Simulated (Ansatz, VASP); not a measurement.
**Ti in VASP and in Ansatz**

The input INCAR:

```
PREC     = Accurate       # precision mode
ENCUT    = 520            # plane-wave cutoff, eV
EDIFF    = 1E-6           # SCF threshold, eV
ISMEAR   = 0              # smearing method
SIGMA    = 0.05           # smearing width, eV
LREAL    = F              # projectors in reciprocal space
LASPH    = T              # aspherical terms in the spheres
NELM     = 100            # most SCF steps
ALGO     = Fast           # electronic algorithm
ISIF     = 2              # what is computed and relaxed
LWAVE    = F              # write WAVECAR
LCHARG   = T              # write CHGCAR
LELF     = T              # ELF
LVHAR    = T            
NBANDS   = 12             # bands
```

Contents of KPOINTS:

```
regular mesh
0
Gamma
  11 11 11
```

Contents of POSCAR:

```
Ti
1.0
   -1.6410000000      1.6410000000      1.6410000000
    1.6410000000     -1.6410000000      1.6410000000
    1.6410000000      1.6410000000     -1.6410000000
Ti
1
Direct
    0.0000000000      0.0000000000      0.0000000000
```

input.yaml

```yaml
crystal:
  lattice:
    - [-1.641, 1.641, 1.641]
    - [1.641, -1.641, 1.641]
    - [1.641, 1.641, -1.641]
  atoms:
    - { symbol: Ti, position: [0.0, 0.0, 0.0] }
kpoints:
  mp_grid: { grid: [11, 11, 11] }
scf:
  occupations: { method: gaussian, width: 0.05 }
hamiltonian:
  xc: lda
  pseudopotentials: { kind: all_electron, lapw: { basis_error: 0.001 } }
output:
  forces: true
  stress: true
  eigenvalues: true
```

Alike in both runs: task single point; functional LDA; k mesh 11 × 11 × 11; occupations gaussian, width 0.05 eV; no spin polarisation.

```csv
,VASP,Ansatz
version,VASP 6.6.1,Ansatz 0.2.0
potentials or method,"VASP PAW LDA potentials, release 64 (Ti_sv), cutoff 520 eV","all-electron LAPW, scalar-relativistic"
```

Ansatz gave:

```
gap on the k mesh at the Fermi level (eV) : none
pressure (GPa)                            : -11.2
```

Q: Which values does VASP return?

A: gap on the k mesh at the Fermi level (eV): none; pressure (GPa): -11.3.

LDA's correlation is that of Perdew and Zunger in VASP and of Perdew and Wang (1992) in Ansatz. A gap of «none» marks a metal or a gap that the smearing closes. Ansatz ran all-electron here, and VASP with PAW potentials.
